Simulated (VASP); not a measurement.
CuH3: single point with PBE

Crystal: CuH3.

```xyz
4
Lattice="3.3141 0.0000 0.0000 0.0000 3.3141 0.0000 0.0000 0.0000 3.3141" Properties=species:S:1:pos:R:3 pbc="T T T"
Cu    0.0000    0.0000    0.0000
H     1.6570    1.6570    0.0000
H     1.6570    0.0000    1.6570
H     0.0000    1.6570    1.6570
```

The cell was generated, and may not be a known phase.

| Property | Result |
| --- | --- |
| Program | VASP 6.6.1 |
| Task | single point |
| Functional | PBE |
| Potentials or basis | VASP PAW PBE potentials, release 64 (Cu, H) |
| Cutoff | 600 eV |
| k mesh | 6 × 6 × 6 |
| Occupations | gaussian, width 0.1 eV |
| Spin | no spin polarisation |

```
Pressure               : -22.9 GPa
Band gap on the k mesh : zero (bands 7 and 8 overlap by 2.07 eV)
```

Levels at points of the mesh, in eV from the Fermi level:
```
           k point  band 4  band 5  band 6  band 7  band 8  band 9  band 10  band 11
(0.00, 0.00, 0.00)   -2.47   -2.47   -2.47    1.70    1.70    6.85     6.85     6.85
(0.50, 0.00, 0.00)   -2.66   -2.66   -2.45   -2.06    1.52    5.97     9.70     9.70
(0.50, 0.50, 0.00)   -2.98   -2.62   -2.62   -2.32   -0.37    0.63     9.09     9.09
(0.50, 0.50, 0.50)   -2.31   -2.31    0.17    0.17    0.17    3.22     3.22     3.22
```

Wall time 15 s on 1 thread of AMD EPYC 7R43 64-Core Processor (Zen 3), on a shared host, peak memory 0.12 GiB.

Caveat: the cell stands under tension.
